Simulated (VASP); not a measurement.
Set up this calculation in VASP 6.6.1, as the native input.

* Task: single point
* Functional: PBE
* Potentials or basis: VASP PAW PBE potentials, release 64 (Te)
* Cutoff: 500 eV
* k mesh: 9 × 9 × 9
* Occupations: fermi-dirac, width 0.1 eV
* Spin: no spin polarisation
* Dipole correction: no
* Further INCAR settings: ALGO = Normal; EDIFF = 1e-06; NBANDS = 13

The structure of Te lies in POSCAR:

```
Te
1.0
    0.0000000000      3.5934270158      3.5934270158
    3.5934270158      0.0000000000      3.5934270158
    3.5934270158      3.5934270158      0.0000000000
Te
2
Direct
    0.1250000000      0.1250000000      0.1250000000
    0.8750000000      0.8750000000      0.8750000000
```

This isn't the form of Te at room conditions, which is trigonal, of chains.

These files were run (other wordings do the same):

INCAR

```
SYSTEM = Te
ALGO = Normal
EDIFF = 1E-6
ENCUT = 500
GGA = PE
GGA_COMPAT = .False.
ISIF = 2
ISMEAR = -1
LASPH = .True.
LCHARG = .False.
LREAL = .False.
LWAVE = .False.
NBANDS = 13
NELM = 120
PREC = Accurate
SIGMA = 0.1
```

KPOINTS

```
k-points
0
Gamma
  9 9 9
  0 0 0
```

Potentials or basis: VASP PAW PBE potentials, release 64 (Te).

Run with:

```console
$ cat potpaw_PBE.64/Te/POTCAR > POTCAR
$ mpirun -np 1 vasp_std > vasp.out
```

It gave:

The pressure is 0.0 GPa and the band gap on the k mesh is zero (bands 6 and 7 overlap by 0.90 eV).

Caveat: spin-orbit coupling is left out, which moves the levels of the heavy elements.

Wall time 63 s on 1 thread of Intel Xeon 8259CL, on a shared host, peak memory 0.25 GiB.
